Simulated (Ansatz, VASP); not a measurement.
## One calculation of Nb, two programs

INCAR

```
SYSTEM = Nb
PREC = Accurate ; ENCUT = 520
EDIFF = 1E-6 ; ISMEAR = 0
SIGMA = 0.15 ; LREAL = .False.
LASPH = .True. ; NELM = 80
ALGO = Fast ; ISIF = 2
LWAVE = .False. ; LCHARG = .False.
GGA = PS ; NBANDS = 12
```

The input KPOINTS:

```
regular mesh
0
Gamma
  20 20 20
  0 0 0
```

The input POSCAR:

```
Nb
1.0
   -1.6140315000      1.6140315000      1.6639500000
    1.6140315000     -1.6140315000      1.6639500000
    1.6140315000      1.6140315000     -1.6639500000
Nb
1
Direct
    0.0000000000      0.0000000000      0.0000000000
```

Input for Ansatz:

```yaml
crystal:
  lattice:
    - [-1.6140315, 1.6140315, 1.66395]
    - [1.6140315, -1.6140315, 1.66395]
    - [1.6140315, 1.6140315, -1.66395]
  atoms:
    - { symbol: Nb, position: [0.0, 0.0, 0.0] }
basis:
  ecutwfc: 420
kpoints:
  mp_grid: { grid: [20, 20, 20] }
hamiltonian:
  xc: pbesol
scf:
  occupations: { method: gaussian, width: 0.15 }
output:
  forces: true
  stress: true
  eigenvalues: true
```

Change from the starting cell: strain -0.030 along x and y, +0.000 along z, atoms carried along.

Alike in both runs: task single point; functional PBEsol; k mesh 20 × 20 × 20; occupations gaussian, width 0.15 eV; no spin polarisation.

|  | VASP | Ansatz |
| --- | --- | --- |
| version | VASP 6.6.1 | Ansatz 0.2.0 |
| potentials or method | VASP PAW PBE potentials, release 64 (Nb_sv), cutoff 520 eV | scalar-relativistic, plane waves, PAW |
| valence electrons in the cell | 13 | 13 |

|  | VASP | Ansatz | Ansatz less VASP |
| --- | --- | --- | --- |
| gap on the k mesh at the Fermi level (eV) | none | none | - |
| pressure (GPa) | 1.5 | 1.9 | +0.32 |
| traceless stress, the component that is largest in VASP (GPa) | -2.74 | -2.74 | -0.007 |

VASP's potentials were made for PBE, not for PBEsol. A gap of «none» marks a metal or a gap that the smearing closes. The functional is the same, so the differences come from potentials, cutoffs and numerics.
